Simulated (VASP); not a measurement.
# Si3Ge in VASP: further runs

Si3Ge is run at these levels: PBE; tasks: single point, relaxation of cell and atoms.

Everything below comes from runs of VASP 6.6.1. Logs are shortened: lines on timing, memory, paths and dates and some standing lists are left out, and cuts for length are marked.

## (1) The cell of the first run

Symmetry: P6/mmm, No. 191, hexagonal system. The conventional cell has a = 5.424 Å, b = 5.424 Å, c = 2.547 Å, α = 90.00°, β = 90.00°, γ = 120.00°. Within 3.4 Å of Si (site symmetry mmm) lie 6 Si at 2.55 to 2.71 Å and 2 Ge at 2.71 Å. Ge (site symmetry 6/mmm) has 2 Ge at 2.55 Å and 6 Si at 2.71 Å within 3.4 Å.

## (2) Single point, PBE

Input file INCAR:

```
PREC = Accurate
ENCUT = 500
EDIFF = 1E-6
ISMEAR = 0
SIGMA = 0.1
LREAL = False
LASPH = True
NELM = 120
ALGO = Normal
ISIF = 2
LWAVE = False
LCHARG = False
GGA = PE
NBANDS = 21
GGA_COMPAT = False
```

Input file KPOINTS:

```
Automatic mesh
0
Gamma
  6 6 6
```

Input file POSCAR:

```
Si3Ge
1.0
    5.4236180400      0.0000000000      0.0000000000
   -2.7118090200      4.6969910100      0.0000000000
    0.0000000000      0.0000000000      2.5465463200
Si Ge
3 1
Direct
    0.0000000000      0.5000000000      0.0000000000
    0.5000000000      0.0000000000      0.0000000000
    0.5000000000      0.5000000000      0.0000000000
    0.0000000000      0.0000000000      0.0000000000
```

Potentials or basis: VASP PAW PBE potentials, release 64 (Si, Ge_d).

Started as:

```
$ cat potpaw_PBE.64/Si/POTCAR potpaw_PBE.64/Ge_d/POTCAR > POTCAR
$ mpirun -np 1 vasp_std > vasp.out
```

OUTCAR:

```text
PREC = Accurate
   ENCUT = 500
   EDIFF = 1E-6
   ISMEAR = 0
   LREAL = False
   LASPH = True
   NELM = 120
   ISIF = 2
   GGA = PE

 ion  position               nearest neighbor table
   1  0.000  0.500  0.000-   3 2.71   3 2.71   4 2.71   4 2.71   2 2.71   2 2.71
   2  0.500  0.000  0.000-   4 2.71   4 2.71   1 2.71   3 2.71   3 2.71   1 2.71
   3  0.500  0.500  0.000-   1 2.71   1 2.71   4 2.71   2 2.71   2 2.71   4 2.71
   4  0.000  0.000  0.000-   2 2.71   2 2.71   3 2.71   1 2.71   1 2.71   3 2.71

  LATTYP: Found a hexagonal cell.
 ALAT       =     5.4236180400
 C/A-ratio  =     0.4695290674

  Lattice vectors:

 A1 = (   5.4236180400,   0.0000000000,   0.0000000000)
 A2 = (  -2.7118090200,   4.6969910100,   0.0000000000)
 A3 = (   0.0000000000,   0.0000000000,   2.5465463200)

Analysis of symmetry for initial positions (statically):
=====================================================================
 Subroutine PRICEL returns:
 Original cell was already a primitive cell.

 Routine SETGRP: Setting up the symmetry group for a
 hexagonal supercell.

 Subroutine GETGRP returns: Found 24 space group operations
 (whereof 24 operations were pure point group operations)
 out of a pool of 24 trial point group operations.

The static configuration has the point symmetry D_6h.

Analysis of symmetry for dynamics (positions and initial velocities):
=====================================================================
 Subroutine PRICEL returns:
 Original cell was already a primitive cell.

 Routine SETGRP: Setting up the symmetry group for a
 hexagonal supercell.

 Subroutine GETGRP returns: Found 24 space group operations
 (whereof 24 operations were pure point group operations)
 out of a pool of 24 trial point group operations.

The dynamic configuration has the point symmetry D_6h.

 Subroutine INISYM returns: Found 24 space group operations
 (whereof 24 operations are pure point group operations),
 and found     1 'primitive' translations

----------------------------------------------------------------------------------------

                                     Primitive cell

  volume of cell :      64.8725

  direct lattice vectors                    reciprocal lattice vectors
     5.423618040  0.000000000  0.000000000     0.184378766  0.106451130  0.000000000
    -2.711809020  4.696991010  0.000000000     0.000000000  0.212902260  0.000000000
     0.000000000  0.000000000  2.546546320     0.000000000  0.000000000  0.392688714

  length of vectors
     5.423618040  5.423618046  2.546546320     0.212902260  0.212902260  0.392688714

  position of ions in fractional coordinates (direct lattice)
     0.000000000  0.500000000  0.000000000
     0.500000000  0.000000000  0.000000000
     0.500000000  0.500000000  0.000000000
     0.000000000  0.000000000  0.000000000

  ion indices of the primitive-cell ions
   primitive index   ion index
                 1           1
                 2           2
                 3           3
                 4           4

----------------------------------------------------------------------------------------

 KPOINTS: Automatic mesh

Automatic generation of k-mesh.
 Grid dimensions read from file:
 generate k-points for:    6    6    6

 Generating k-lattice:

  Cartesian coordinates                     Fractional coordinates (reciprocal lattice)
     0.030729794  0.017741855  0.000000000     0.166666667 -0.000000000  0.000000000
     0.000000000  0.035483710  0.000000000     0.000000000  0.166666667  0.000000000
     0.000000000  0.000000000  0.065448119     0.000000000  0.000000000  0.166666667

  Length of vectors
     0.035483710  0.035483710  0.065448119

  Shift w.r.t. Gamma in fractional coordinates (k-lattice)
     0.000000000  0.000000000  0.000000000

 Subroutine IBZKPT returns following result:
 ===========================================

 Found     28 irreducible k-points:

 Following reciprocal coordinates:
            Coordinates               Weight
  0.000000  0.000000  0.000000      1.000000
  0.166667  0.000000  0.000000      6.000000
  0.333333 -0.000000  0.000000      6.000000
  0.500000  0.000000  0.000000      3.000000
  0.166667  0.166667  0.000000      6.000000
  0.333333  0.166667  0.000000     12.000000
[... 16 lines left out ...]
  0.166667  0.000000  0.500000      6.000000
  0.333333 -0.000000  0.500000      6.000000
 [... further k-points ...]
   k-points           NKPTS =     28   k-points in BZ     NKDIM =     28   number of bands    NBANDS=     21
   number of dos      NEDOS =    301   number of ions     NIONS =      4
   total plane-waves  NPLWV =  32000
   dimension x,y,z NGX =    40 NGY =   40 NGZ =   20
   dimension x,y,z NGXF=    80 NGYF=   80 NGZF=   40
   ions per type =               3   1
   NGX,Y,Z   is equivalent  to a cutoff of  12.26, 12.26, 13.06 a.u.
   NGXF,Y,Z  is equivalent  to a cutoff of  24.52, 24.52, 26.11 a.u.
 SYSTEM =  unknown system
   PREC   = accura    normal or accurate (medium, high low for compatibility)
   ISTART =      0    job   : 0-new  1-cont  2-samecut
   ICHARG =      2    charge: 1-file 2-atom 10-const
   ISPIN  =      1    spin polarized calculation?
   LNONCOLLINEAR =      F non collinear calculations
   LSORBIT =      F    spin-orbit coupling
   LASPH  =      T    aspherical Exc in radial PAW
   ENCUT  =  500.0 eV  36.75 Ry    6.06 a.u.   9.89  9.89  4.64*2*pi/ulx,y,z
   NELM   =    120;   NELMIN=  2; NELMDL= -5     # of ELM steps
   EDIFF  = 0.1E-05   stopping-criterion for ELM
   LREAL  =      F    real-space projection
   EDIFFG = 0.1E-04   stopping-criterion for IOM
   NSW    =      0    number of steps for IOM
   IBRION =     -1    ionic relax: 0-MD 1-quasi-New 2-CG
   NFREE  =      0    steps in history (QN), initial steepest desc. (CG)
   ISIF   =      2    stress and relaxation
   ISYM   =      2    0-nonsym 1-usesym 2-fastsym
   POTIM  = 0.5000    time-step for ionic-motion
   TEBEG  =    0.0;   TEEND  =   0.0 temperature during run
   PSTRESS=    0.0 pullay stress
   NELECT =      26.0000    total number of electrons
   NUPDOWN=      -1.0000    fix difference up-down
   EMIN   =  10.00;   EMAX   =-10.00  energy-range for DOS
   EFERMI =   0.00;   METHOD = LEGACY
   ISMEAR =     0;   SIGMA  =   0.10  broadening in eV -4-tet -1-fermi 0-gaus
   EFERMI_NEDOS =   21; number of points for ismear=-14 and -15
   IALGO  =     38    algorithm
   IMIX   =      4    mixing-type and parameters
     AMIX     =   0.40;   BMIX     =  1.00
     AMIX_MAG =   1.60;   BMIX_MAG =  1.00
  volume/ion in A,a.u.               =      16.22       109.45
  Fermi-wavevector in a.u.,A,eV,Ry     =   1.207014  2.280927 19.822109  1.456884
  Thomas-Fermi vector in A             =   2.342665
   LORBIT       =      0    0 simple, 1 ext, 2 COOP (PROOUT), +10 PAW based schemes
   GGA     = PE    functional components
   LHFCALC =     F    Hartree Fock is set to
   AEXX    =    0.0000 exact exchange contribution
   IVDW    =     0    specifies the selected vdW correction
   LEPSILON=     F    determine dielectric tensor
   LRPA    =     F    only Hartree local field effects (RPA)
 non-spin polarized calculation
 Gauss-broadening in eV      SIGMA  =   0.10
  energy-cutoff  :      500.00
  volume of cell :       64.87
 maximum number of plane-waves:      1672
 NGX is ok and might be reduce to    40
   NGX = 19   NGY = 19   NGZ =  9

 number of electron      25.9999989 magnetization

 Free energy of the ion-electron system (eV)
  ---------------------------------------------------
  ext. energy  EPLUGINS =         0.00000000
  ---------------------------------------------------
  free energy    TOTEN  =       -19.60014375 eV

  energy without entropy =      -19.59222801  energy(sigma->0) =      -19.59618588

 E-fermi :   8.4651     XC(G=0): -11.0020

 val. band max:        8.4200557248   @ k =   0.3333   0.1667   0.1667
 cond. band min:       8.4662910446   @ k =   0.3333  -0.0000   0.5000
 fundamental gap:      0.0462353199
 Fermi energy:         8.4650598517

 k-point     1 :       0.0000    0.0000    0.0000
  band No.  band energies     occupation
      1     -16.3861      2.00000
      2     -16.2322      2.00000
      3     -16.2322      2.00000
      4     -16.1245      2.00000
      5     -16.1245      2.00000
      6      -5.2013      2.00000
[... 13 lines left out ...]
     20      16.8006      0.00000
     21      17.8390      0.00000

 k-point     2 :       0.1667    0.0000    0.0000
  band No.  band energies     occupation
      1     -16.3860      2.00000
      2     -16.2322      2.00000
      3     -16.2320      2.00000
      4     -16.1245      2.00000
      5     -16.1245      2.00000
      6      -5.0207      2.00000
[... 13 lines left out ...]
     20      17.3852      0.00000
     21      17.3922      0.00000

 k-point     3 :       0.3333   -0.0000    0.0000
  band No.  band energies     occupation
      1     -16.3859      2.00000
      2     -16.2321      2.00000
      3     -16.2315      2.00000
      4     -16.1245      2.00000
      5     -16.1245      2.00000
      6      -4.4859      2.00000
[... 13 lines left out ...]
     20      17.4245      0.00000
     21      18.2946      0.00000

 k-point     4 :       0.5000    0.0000    0.0000
  band No.  band energies     occupation
      1     -16.3858      2.00000
      2     -16.2321      2.00000
      3     -16.2313      2.00000
      4     -16.1245      2.00000
      5     -16.1245      2.00000
      6      -3.8010      2.00000
[... 13 lines left out ...]
     20      17.2111      0.00000
     21      17.3051      0.00000

 k-point     5 :       0.1667    0.1667    0.0000
  band No.  band energies     occupation
      1     -16.3859      2.00000
      2     -16.2321      2.00000
      3     -16.2317      2.00000
      4     -16.1246      2.00000
      5     -16.1245      2.00000
      6      -4.6623      2.00000
[... 13 lines left out ...]
     20      17.6813      0.00000
     21      18.4893      0.00000

 k-point     6 :       0.3333    0.1667    0.0000
  band No.  band energies     occupation
      1     -16.3858      2.00000
      2     -16.2320      2.00000
      3     -16.2315      2.00000
      4     -16.1246      2.00000
      5     -16.1245      2.00000
      6      -3.9744      2.00000
[... 13 lines left out ...]
     20      17.8603      0.00000
     21      18.7027      0.00000

 k-point     7 :       0.3333    0.3333    0.0000
  band No.  band energies     occupation
      1     -16.3858      2.00000
      2     -16.2316      2.00000
      3     -16.2316      2.00000
      4     -16.1246      2.00000
      5     -16.1246      2.00000
      6      -3.4435      2.00000
[... 13 lines left out ...]
     20      17.8850      0.00000
     21      19.1655      0.00000
[... 291 lines left out ...]
      1     -16.2246      2.00000
      2     -16.2245      2.00000
      3     -16.2189      2.00000
      4     -16.2185      2.00000
      5     -16.1309      2.00000
      6      -1.5644      2.00000
[... 13 lines left out ...]
     20      14.4013      0.00000
     21      14.6718      0.00000

 k-point    21 :       0.3333    0.3333    0.3333
  band No.  band energies     occupation
      1     -16.2246      2.00000
      2     -16.2246      2.00000
      3     -16.2186      2.00000
      4     -16.2186      2.00000
      5     -16.1308      2.00000
      6      -1.0140      2.00000
[... 13 lines left out ...]
     20      12.8320      0.00000
     21      12.8320      0.00000

 k-point    22 :       0.0000    0.0000    0.5000
  band No.  band energies     occupation
      1     -16.2573      2.00000
      2     -16.2573      2.00000
      3     -16.2147      2.00000
      4     -16.2147      2.00000
      5     -16.0465      2.00000
      6      -0.6954      2.00000
[... 13 lines left out ...]
     20      16.2187      0.00000
     21      16.5640      0.00000

 k-point    23 :       0.1667    0.0000    0.5000
  band No.  band energies     occupation
      1     -16.2573      2.00000
      2     -16.2572      2.00000
      3     -16.2146      2.00000
      4     -16.2145      2.00000
      5     -16.0464      2.00000
      6      -0.5158      2.00000
[... 13 lines left out ...]
     20      14.9446      0.00000
     21      14.9759      0.00000

 k-point    24 :       0.3333   -0.0000    0.5000
  band No.  band energies     occupation
      1     -16.2573      2.00000
      2     -16.2573      2.00000
      3     -16.2146      2.00000
      4     -16.2143      2.00000
      5     -16.0462      2.00000
      6       0.0185      2.00000
[... 13 lines left out ...]
     20      12.7838      0.00000
     21      13.8005      0.00000

 [... further k-points ...]
[... 5 lines left out ...]
  --------------------------------------------------------------------------------------
  -------------------------------------------------------------------------------------
  Total       -0.0512115     -0.0512115     -0.5225327      0.0000000     -0.0000000      0.0000000
  in kB       -1.2647887     -1.2647888    -12.9051677      0.0000000     -0.0000000      0.0000000
  external PRESSURE =      -5.1449151 kB  Pullay stress =       0.0000000 kB

 VOLUME and BASIS-vectors are now :
 -----------------------------------------------------------------------------
  energy-cutoff  :      500.00
  volume of cell :       64.87
      direct lattice vectors                 reciprocal lattice vectors
     5.423618040  0.000000000  0.000000000     0.184378766  0.106451130  0.000000000
    -2.711809020  4.696991010  0.000000000     0.000000000  0.212902260  0.000000000
     0.000000000  0.000000000  2.546546320     0.000000000  0.000000000  0.392688714

 POSITION                                       TOTAL-FORCE (eV/Angst)
 -----------------------------------------------------------------------------------
     -1.35590      2.34850      0.00000         0.000000      0.000000      0.000000
      2.71181      0.00000      0.00000         0.000000      0.000000      0.000000
      1.35590      2.34850      0.00000        -0.000000      0.000000      0.000000
      0.00000      0.00000      0.00000         0.000000      0.000000      0.000000
 -----------------------------------------------------------------------------------
    total drift:                                0.000000      0.000000      0.000000

  FREE ENERGIE OF THE ION-ELECTRON SYSTEM (eV)
  ---------------------------------------------------
  free  energy   TOTEN  =       -19.6001437455 eV

  energy  without entropy=      -19.5922280122  energy(sigma->0) =      -19.59618588
```

It took 35 s on 1 thread of Intel Xeon Platinum 8175M at 2.50GHz (Skylake/Cascade Lake), shared host; peak memory 0.18 GiB.

What came out:

| Item | Value |
| --- | --- |
| Free energy | -19.6001 eV |
| Pressure | -0.5 GPa |
| Band gap on the k mesh | zero (bands 13 and 14 overlap by 6.59 eV) |

Stress tensor (GPa, compression positive):
```
-0.13  0.00  0.00
 0.00 -0.13  0.00
 0.00  0.00 -1.29
```

Caveat: the k points lie up to 0.41 Å⁻¹ apart, too coarse for converged energies and pressures of a metal.

[end of part 1 of 2]

The gap in the log of VASP goes by the Fermi energy; the results here count the filled bands.